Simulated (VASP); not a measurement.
Write the native input for VASP 6.6.1 that does the following.

```
Task                   : single point
Functional             : PBE
Potentials or basis    : VASP PAW PBE potentials, release 64 (Ga_d, Sb)
Cutoff                 : 520 eV
k mesh                 : 6 × 4 × 4
Occupations            : gaussian, width 0.1 eV
Spin                   : no spin polarisation
Dipole correction      : no
Further INCAR settings : ALGO = Fast; EDIFF = 1e-07; NBANDS = 30
```

The structure of Ga3Sb lies in POSCAR:

```
Ga3Sb
1.0
    2.8499867960      0.0000000000      0.0000000000
    0.0000000000      5.1690481563      0.0000000000
    0.0000000000      0.0000000000      8.0511844667
Ga Sb
3 1
Direct
    0.5000000000      0.0000000000      0.8293081095
    0.5000000000      0.0000000000      0.1706918905
    0.5000000000      0.0000000000      0.5000000000
    0.5000000000      0.5000000000      0.0000000000
```

These files were run (other wordings do the same):

INCAR

```
SYSTEM = Ga3Sb
PREC = Accurate ; ENCUT = 520
EDIFF = 1E-7 ; ISMEAR = 0
SIGMA = 0.1 ; LREAL = .FALSE.
LASPH = .TRUE. ; NELM = 80
ALGO = Fast ; ISIF = 2
LWAVE = .FALSE. ; LCHARG = .FALSE.
GGA = PE ; NBANDS = 30
```

KPOINTS

```
Automatic mesh
0
G
  6 4 4
  0 0 0
```

Potentials or basis: VASP PAW PBE potentials, release 64 (Ga_d, Sb).

The run is started by

```bash
$ cat potpaw_PBE.64/Ga_d/POTCAR potpaw_PBE.64/Sb/POTCAR > POTCAR
$ mpirun -np 1 vasp_std > vasp.out
```

It gave:

- Pressure: 0.1 GPa
- Largest force: 0.018 eV/Å
- Band gap on the k mesh: zero (band 22 reaches 4.30 eV, above the bottom of band 23 at 2.44 eV)

Caveat: the k points lie up to 0.37 Å⁻¹ apart; spin-orbit coupling is left out, which moves the levels of the heavy elements.

Wall time 54 s on 1 thread of Intel(R) Xeon(R) 6975P-C (Granite Rapids), on a shared host, peak memory 0.29 GiB.
